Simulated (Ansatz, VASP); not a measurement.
**One calculation of TiC, two programs**

INCAR

```
  PREC = Accurate
  ENCUT = 520
  EDIFF = 1E-8
  ISMEAR = -1
  SIGMA = 0.03
  LREAL = False
  LASPH = True
  NELM = 80
  ALGO = Normal
  ISIF = 2
  LWAVE = False
  LCHARG = False
  GGA = PS
  LEFG = True
  NBANDS = 15
```

The input KPOINTS:

```
regular mesh
0
Gamma
  16 16 16
```

POSCAR

```
TiC
1.0
    0.0000000000      2.1567624877      2.1567624877
    2.1567624877      0.0000000000      2.1567624877
    2.1567624877      2.1567624877      0.0000000000
Ti C
1 1
Direct
    0.0000000000      0.0000000000      0.0000000000
    0.5000000000      0.5000000000      0.5000000000
```

Input for Ansatz:

```yaml
crystal:
  lattice:
    - [0.0, 2.1567624877, 2.1567624877]
    - [2.1567624877, 0.0, 2.1567624877]
    - [2.1567624877, 2.1567624877, 0.0]
  atoms:
    - { symbol: Ti, position: [0.0, 0.0, 0.0] }
    - { symbol: C, position: [0.5, 0.5, 0.5] }
kpoints:
  mp_grid: { grid: [16, 16, 16] }
scf:
  occupations: { method: fermi_dirac, width: 0.03 }
hamiltonian:
  xc: pbesol
  pseudopotentials: { kind: all_electron, datasets: crystal }
output:
  forces: true
  stress: true
  eigenvalues: true
  efg: { contact_densities: true }
```

Change from the starting cell: volume scaled by 0.99, crystal datasets.

Alike in both runs: task electric field gradients; functional PBEsol; k mesh 16 × 16 × 16; occupations fermi-dirac, width 0.03 eV; no spin polarisation.

|  | VASP | Ansatz |
| --- | --- | --- |
| version | VASP 6.6.1 | Ansatz 0.2.0 |
| potentials or method | VASP PAW PBE potentials, release 64 (Ti_sv, C), cutoff 520 eV | all-electron PAW with datasets made for the crystal, scalar-relativistic |

|  | VASP | Ansatz | Ansatz less VASP |
| --- | --- | --- | --- |
| pressure (GPa) | -3.4 | -3.7 | -0.30 |

VASP's potentials were made for PBE, not for PBEsol. Ansatz ran all-electron here, and VASP with PAW potentials.
